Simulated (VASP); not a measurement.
# Si2Mo (I4/mmm) in VASP: single point with PBE

Aim: the single point of Si2Mo with PBE.

All numbers are computed with VASP 6.6.1; they aren't measurements. Logs are shortened: lines on timing, memory, paths and dates and some standing lists are left out, and cuts for length are marked.

### Step 1. The cell of the first run

The structure is tetragonal, space group I4/mmm (No. 139). The conventional cell has a = 3.217 Å, b = 3.217 Å, c = 7.873 Å, α = 90.00°, β = 90.00°, γ = 90.00°. Within 3.4 Å of Si (site symmetry 4mm) lie 9 Si at 2.60 to 3.22 Å and 5 Mo at 2.62 to 2.64 Å. Within 3.5 Å of Mo (site symmetry 4/mmm) lie 10 Si at 2.62 to 2.64 Å and 4 Mo at 3.22 Å.

### Step 2. Single point, PBE

POSCAR reads:

```
Si2Mo
1.0
   -1.6084236890      1.6084236890      3.9365099859
    1.6084236890     -1.6084236890      3.9365099859
    1.6084236890      1.6084236890     -3.9365099859
Si Mo
2 1
Direct
    0.3350991375      0.3350991375      0.0000000000
    0.6649008625      0.6649008625      0.0000000000
    0.0000000000      0.0000000000      0.0000000000
```

INCAR.step1 reads:

```
SYSTEM = Si2Mo
PREC = Accurate
ENCUT = 520
EDIFF = 1E-7
ISMEAR = 0
SIGMA = 0.1
LREAL = .False.
LASPH = .True.
NELM = 100
ALGO = Normal
ISIF = 2
LWAVE = .False.
LCHARG = .True.
LMAXMIX = 4
GGA = PE
NBANDS = 18
```

KPOINTS.step1 reads:

```
Automatic mesh
0
Gamma
  18 18 18
  0 0 0
```

INCAR.step2 reads:

```
SYSTEM = Si2Mo
PREC = Accurate
ENCUT = 520
EDIFF = 1E-7
ISMEAR = -5
SIGMA = 0.1
LREAL = .False.
LASPH = .True.
NELM = 100
ALGO = Normal
ISIF = 2
LWAVE = .False.
LCHARG = .False.
LMAXMIX = 4
GGA = PE
LORBIT = 11
NEDOS = 1001
ICHARG = 11
```

KPOINTS.step2 reads:

```
Automatic mesh
0
Gamma
  27 27 27
  0 0 0
```

Potentials or basis: VASP PAW PBE potentials, release 64 (Si, Mo_sv).

Launch:

```bash
$ cat potpaw_PBE.64/Si/POTCAR potpaw_PBE.64/Mo_sv/POTCAR > POTCAR
$ cp INCAR.step1 INCAR
$ cp KPOINTS.step1 KPOINTS
$ mpirun -np 1 vasp_std > vasp.out
$ cp INCAR.step2 INCAR
$ cp KPOINTS.step2 KPOINTS
$ mpirun -np 1 vasp_std > vasp.out
```

OUTCAR:

```text
SYSTEM = Si2Mo
   PREC = Accurate
   ENCUT = 520
   EDIFF = 1E-7
   ISMEAR = -5
   LREAL = .False.
   LASPH = .True.
   NELM = 100
   ISIF = 2
   GGA = PE
   LORBIT = 11
   ICHARG = 11

 ion  position               nearest neighbor table
   1  0.335  0.335  0.000-   2 2.60   3 2.62   3 2.62   3 2.62   3 2.62   3 2.64   2 2.64   2 2.64
                             2 2.64   2 2.64
   2  0.665  0.665  0.000-   1 2.60   3 2.62   3 2.62   3 2.62   3 2.62   3 2.64   1 2.64   1 2.64
                             1 2.64   1 2.64
   3  0.000  0.000  0.000-   2 2.62   1 2.62   2 2.62   1 2.62   2 2.62   1 2.62   1 2.62   2 2.62
                             1 2.64   2 2.64

  LATTYP: Found a body centered tetragonal cell.
 ALAT       =     3.2168473780
 C/A-ratio  =     2.4474334796

  Lattice vectors:

 A1 = (  -1.6084236890,   1.6084236890,   3.9365099859)
 A2 = (   1.6084236890,  -1.6084236890,   3.9365099859)
 A3 = (   1.6084236890,   1.6084236890,  -3.9365099859)

Analysis of symmetry for initial positions (statically):
=====================================================================
 Subroutine PRICEL returns:
 Original cell was already a primitive cell.

 Routine SETGRP: Setting up the symmetry group for a
 body centered tetragonal supercell.

 Subroutine GETGRP returns: Found 16 space group operations
 (whereof 16 operations were pure point group operations)
 out of a pool of 16 trial point group operations.

The static configuration has the point symmetry D_4h.

Analysis of symmetry for dynamics (positions and initial velocities):
=====================================================================
 Subroutine PRICEL returns:
 Original cell was already a primitive cell.

 Routine SETGRP: Setting up the symmetry group for a
 body centered tetragonal supercell.

 Subroutine GETGRP returns: Found 16 space group operations
 (whereof 16 operations were pure point group operations)
 out of a pool of 16 trial point group operations.

The dynamic configuration has the point symmetry D_4h.

 Subroutine INISYM returns: Found 16 space group operations
 (whereof 16 operations are pure point group operations),
 and found     1 'primitive' translations

----------------------------------------------------------------------------------------

                                     Primitive cell

  volume of cell :      40.7354

  direct lattice vectors                    reciprocal lattice vectors
    -1.608423689  1.608423689  3.936509986     0.000000000  0.310863365  0.127016063
     1.608423689 -1.608423689  3.936509986     0.310863365  0.000000000  0.127016063
     1.608423689  1.608423689 -3.936509986     0.310863365  0.310863365  0.000000000

  length of vectors
     4.546445248  4.546445248  4.546445248     0.335811125  0.335811125  0.439627187

  position of ions in fractional coordinates (direct lattice)
     0.335099138  0.335099138  0.000000000
     0.664900862  0.664900862  0.000000000
     0.000000000  0.000000000  0.000000000

  ion indices of the primitive-cell ions
   primitive index   ion index
                 1           1
                 2           2
                 3           3

----------------------------------------------------------------------------------------

 KPOINTS: Automatic mesh

Automatic generation of k-mesh.
 Grid dimensions read from file:
 generate k-points for:   27   27   27

 Generating k-lattice:

  Cartesian coordinates                     Fractional coordinates (reciprocal lattice)
     0.000000000  0.011513458  0.004704299     0.037037037  0.000000000  0.000000000
     0.011513458  0.000000000  0.004704299     0.000000000  0.037037037  0.000000000
     0.011513458  0.011513458  0.000000000     0.000000000  0.000000000  0.037037037

  Length of vectors
     0.012437449  0.012437449  0.016282488

  Shift w.r.t. Gamma in fractional coordinates (k-lattice)
     0.000000000  0.000000000  0.000000000

 TETIRR: Found  24933 inequivalent tetrahedra from   118098

 Subroutine IBZKPT returns following result:
 ===========================================

 Found   1470 irreducible k-points:

 Following reciprocal coordinates:
            Coordinates               Weight
  0.000000  0.000000  0.000000      1.000000
  0.037037 -0.000000  0.000000      8.000000
  0.074074 -0.000000  0.000000      8.000000
  0.111111  0.000000 -0.000000      8.000000
  0.148148  0.000000 -0.000000      8.000000
  0.185185  0.000000 -0.000000      8.000000
[... 16 lines left out ...]
  0.333333  0.037037  0.000000     16.000000
  0.370370  0.037037  0.000000     16.000000
 [... further k-points ...]
   k-points           NKPTS =   1470   k-points in BZ     NKDIM =   1470   number of bands    NBANDS=     15
   number of dos      NEDOS =   1001   number of ions     NIONS =      3
   total plane-waves  NPLWV =  46656
   dimension x,y,z NGX =    36 NGY =   36 NGZ =   36
   dimension x,y,z NGXF=    72 NGYF=   72 NGZF=   72
   ions per type =               2   1
   NGX,Y,Z   is equivalent  to a cutoff of  13.16, 13.16, 13.16 a.u.
   NGXF,Y,Z  is equivalent  to a cutoff of  26.33, 26.33, 26.33 a.u.
 SYSTEM =  Si2Mo
   PREC   = accura    normal or accurate (medium, high low for compatibility)
   ISTART =      0    job   : 0-new  1-cont  2-samecut
   ICHARG =     11    charge: 1-file 2-atom 10-const
   ISPIN  =      1    spin polarized calculation?
   LNONCOLLINEAR =      F non collinear calculations
   LSORBIT =      F    spin-orbit coupling
   LASPH  =      T    aspherical Exc in radial PAW
   ENCUT  =  520.0 eV  38.22 Ry    6.18 a.u.   8.45  8.45  8.45*2*pi/ulx,y,z
   NELM   =    100;   NELMIN=  2; NELMDL=  0     # of ELM steps
   EDIFF  = 0.1E-06   stopping-criterion for ELM
   LREAL  =      F    real-space projection
   EDIFFG = 0.1E-05   stopping-criterion for IOM
   NSW    =      0    number of steps for IOM
   IBRION =     -1    ionic relax: 0-MD 1-quasi-New 2-CG
   NFREE  =      0    steps in history (QN), initial steepest desc. (CG)
   ISIF   =      2    stress and relaxation
   ISYM   =      2    0-nonsym 1-usesym 2-fastsym
   POTIM  = 0.5000    time-step for ionic-motion
   TEBEG  =    0.0;   TEEND  =   0.0 temperature during run
   PSTRESS=    0.0 pullay stress
   NELECT =      22.0000    total number of electrons
   NUPDOWN=      -1.0000    fix difference up-down
   EMIN   =  10.00;   EMAX   =-10.00  energy-range for DOS
   EFERMI =   0.00;   METHOD = LEGACY
   ISMEAR =    -5;   SIGMA  =   0.10  broadening in eV -4-tet -1-fermi 0-gaus
   EFERMI_NEDOS =   21; number of points for ismear=-14 and -15
   IALGO  =     38    algorithm
   IMIX   =      4    mixing-type and parameters
     AMIX     =   0.40;   BMIX     =  1.00
     AMIX_MAG =   1.60;   BMIX_MAG =  1.00
  volume/ion in A,a.u.               =      13.58        91.63
  Fermi-wavevector in a.u.,A,eV,Ry     =   1.333189  2.519361 24.182889  1.777392
  Thomas-Fermi vector in A             =   2.462066
   LORBIT       =     11    0 simple, 1 ext, 2 COOP (PROOUT), +10 PAW based schemes
   GGA     = PE    functional components
   LHFCALC =     F    Hartree Fock is set to
   AEXX    =    0.0000 exact exchange contribution
   IVDW    =     0    specifies the selected vdW correction
   LEPSILON=     F    determine dielectric tensor
   LRPA    =     F    only Hartree local field effects (RPA)
 non-spin polarized calculation
 Fermi weights with tetrahedron method with Bloechl corrections
  energy-cutoff  :      520.00
  volume of cell :       40.74
 maximum number of plane-waves:      1134
 NGX is ok and might be reduce to    36

 number of electron      22.0000000 magnetization

 Free energy of the ion-electron system (eV)
  ---------------------------------------------------
  ext. energy  EPLUGINS =         0.00000000
  ---------------------------------------------------
  free energy    TOTEN  =       -23.26153622 eV

  energy without entropy =      -23.26153622  energy(sigma->0) =      -23.26153622

 E-fermi :  12.0654     XC(G=0): -12.3692

 val. band max:       12.0755473584   @ k =  -0.1852  -0.2222   0.1481
 cond. band min:      12.0522762111   @ k =  -0.4815  -0.4815   0.2963
 fundamental gap:     -0.0232711473
 Fermi energy:        12.0653863812

 k-point     1 :       0.0000    0.0000    0.0000
  band No.  band energies     occupation
      1     -48.6636      2.00000
      2     -22.8047      2.00000
      3     -22.7381      2.00000
      4     -22.7381      2.00000
      5      -1.2493      2.00000
      6       5.7649      2.00000
      7       8.6501      2.00000
      8       9.0828      2.00000
      9       9.4883      2.00000
     10       9.4883      2.00000
     11      12.4296      0.00000
     12      15.1443      0.00000
     13      15.3172      0.00000
     14      15.5430      0.00000
     15      15.5430      0.00000

 k-point     2 :       0.0370   -0.0000    0.0000
  band No.  band energies     occupation
      1     -48.6634      2.00000
      2     -22.8045      2.00000
      3     -22.7414      2.00000
      4     -22.7378      2.00000
      5      -1.2245      2.00000
      6       5.7661      2.00000
      7       8.5498      2.00000
      8       9.0857      2.00000
      9       9.5049      2.00000
     10       9.5475      2.00000
     11      12.3469     -0.04947
     12      15.0157      0.00000
     13      15.3592      0.00000
     14      15.4010      0.00000
     15      15.6323      0.00000
[... 365 lines left out ...]
      3     -22.7910      2.00000
      4     -22.7241      2.00000
      5       0.6959      2.00000
      6       4.5583      2.00000
      7       6.9709      2.00000
      8       8.2802      2.00000
      9       9.7999      2.00000
     10       9.9113      2.00000
     11      10.9387      2.00000
     12      13.6925      0.00000
     13      14.7162      0.00000
     14      15.6788      0.00000
     15      16.5063      0.00000

 k-point    24 :       0.3704    0.0370    0.0000
  band No.  band energies     occupation
      1     -48.6488      2.00000
      2     -22.9425      2.00000
      3     -22.7891      2.00000
      4     -22.7220      2.00000
      5       1.0989      2.00000
      6       4.1595      2.00000
      7       6.9575      2.00000
      8       8.0882      2.00000
      9       9.7103      2.00000
     10       9.7985      2.00000
     11      11.1279      2.00000
     12      13.8473      0.00000
     13      14.9450      0.00000
     14      15.5816      0.00000
     15      16.5090      0.00000

 [... further k-points ...]

------------------------ aborting loop because EDIFF is reached ----------------------------------------

  FORCE on cell =-STRESS in cart. coord.  units (eV):
  Direction    XX          YY          ZZ          XY          YZ          ZX
  --------------------------------------------------------------------------------------
  -------------------------------------------------------------------------------------
  Total        0.0556598      0.0556598      0.0643835      0.0000000      0.0000000      0.0000000
  in kB        2.1891738      2.1891738      2.5322887      0.0000000      0.0000000      0.0000000
  external PRESSURE =       2.3035454 kB  Pullay stress =       0.0000000 kB

 VOLUME and BASIS-vectors are now :
 -----------------------------------------------------------------------------
  energy-cutoff  :      520.00
  volume of cell :       40.74
      direct lattice vectors                 reciprocal lattice vectors
    -1.608423689  1.608423689  3.936509986     0.000000000  0.310863365  0.127016063
     1.608423689 -1.608423689  3.936509986     0.310863365  0.000000000  0.127016063
     1.608423689  1.608423689 -3.936509986     0.310863365  0.310863365  0.000000000

 POSITION                                       TOTAL-FORCE (eV/Angst)
 -----------------------------------------------------------------------------------
      0.00000      0.00000      2.63824        -0.000000     -0.000000      0.004510
      0.00000      0.00000      5.23478        -0.000000     -0.000000     -0.004510
      0.00000      0.00000      0.00000         0.000000      0.000000     -0.000000
 -----------------------------------------------------------------------------------
    total drift:                               -0.000000     -0.000000      0.000000

  FREE ENERGIE OF THE ION-ELECTRON SYSTEM (eV)
  ---------------------------------------------------
  free  energy   TOTEN  =       -23.2615362176 eV

  energy  without entropy=      -23.2615362176  energy(sigma->0) =      -23.26153622

 total charge

# of ion       s       p       d       tot
------------------------------------------
    1        0.741   0.869   0.000   1.611
    2        0.741   0.869   0.000   1.611
    3        2.281   6.202   4.163  12.646
--------------------------------------------------
tot          3.764   7.940   4.163  15.867
```

Run time: 22 min. Hardware: 1 thread of Intel Xeon Platinum 8259CL at 2.50GHz (Skylake/Cascade Lake), shared host; peak memory 0.98 GiB.

Results:

- Valence electrons inside the program's atomic spheres: Si 1.61; Mo 12.65

Levels at points of the mesh, in eV from the Fermi level:
| k point | band 9 | band 10 | band 11 | band 12 | band 13 | band 14 |
| --- | --- | --- | --- | --- | --- | --- |
| (0.00, 0.00, 0.00) | -2.58 | -2.58 | 0.36 | 3.08 | 3.25 | 3.48 |
